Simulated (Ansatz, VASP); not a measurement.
One calculation of AgCl, two programs

File INCAR:

```
SYSTEM = AgCl
ALGO     = Normal         ! electronic algorithm
EDIFF    = 1E-6           ! SCF threshold, eV
ENCUT    = 520            ! plane-wave cutoff, eV
GGA      = PE             ! functional
ISIF     = 2              ! what is computed and relaxed
ISMEAR   = 0              ! smearing method
LASPH    = .TRUE.         ! aspherical terms in the spheres
LCHARG   = .FALSE.        ! write CHGCAR
LREAL    = .FALSE.        ! projectors in reciprocal space
LWAVE    = .FALSE.        ! write WAVECAR
NBANDS   = 16             ! bands
NELM     = 80             ! most SCF steps
PREC     = Accurate       ! precision mode
SIGMA    = 0.05           ! smearing width, eV
```

Contents of KPOINTS:

```
k-points
0
G
  10 10 10
  0 0 0
```

The input POSCAR:

```
AgCl
1.0
    3.4783399312      0.2060383800      0.2060383800
    0.2060383800      3.4783399312     -0.2060383800
    0.2060383800     -0.2060383800      3.4783399312
Ag Cl
1 1
Direct
    0.0000000000      0.0000000000      0.0000000000
    0.5000000000      0.5000000000      0.5000000000
```

Input for Ansatz:

```yaml
crystal:
  lattice:
    - [3.4783399312, 0.20603838, 0.20603838]
    - [0.20603838, 3.4783399312, -0.20603838]
    - [0.20603838, -0.20603838, 3.4783399312]
  atoms:
    - { symbol: Ag, position: [0.0, 0.0, 0.0] }
    - { symbol: Cl, position: [0.5, 0.5, 0.5] }
basis:
  ecutwfc: 420
kpoints:
  mp_grid: { grid: [10, 10, 10] }
hamiltonian:
  xc: pbe
scf:
  occupations: { method: gaussian, width: 0.05 }
output:
  forces: true
  stress: true
  eigenvalues: true
  populations: true
```

Alike in both runs: task single point; functional PBE; k mesh 10 × 10 × 10; occupations gaussian, width 0.05 eV; no spin polarisation.

|  | VASP | Ansatz |
| --- | --- | --- |
| version | VASP 6.6.1 | Ansatz 0.2.0 |
| potentials or method | VASP PAW PBE potentials, release 64 (Ag, Cl), cutoff 520 eV | scalar-relativistic, plane waves, PAW |
| valence electrons in the cell | 18 | 26 |

VASP gave:

| Item | Value |
| --- | --- |
| gap on the k mesh at the Fermi level (eV) | 0.46 |
| least direct gap on the mesh (eV) | 2.03 |
| pressure (GPa) | -0.2 |
| traceless stress, the component that is largest in VASP (GPa) | 0.86 |

Question: What did Ansatz give for the same quantities?

Answer: gap on the k mesh at the Fermi level (eV): 0.45; least direct gap on the mesh (eV): 2.03; pressure (GPa): 0.0; traceless stress, the component that is largest in VASP (GPa): 0.82.

VASP's potentials hold 18 valence electrons a cell and Ansatz's 26, so a difference there can come from the potentials and not from the codes.
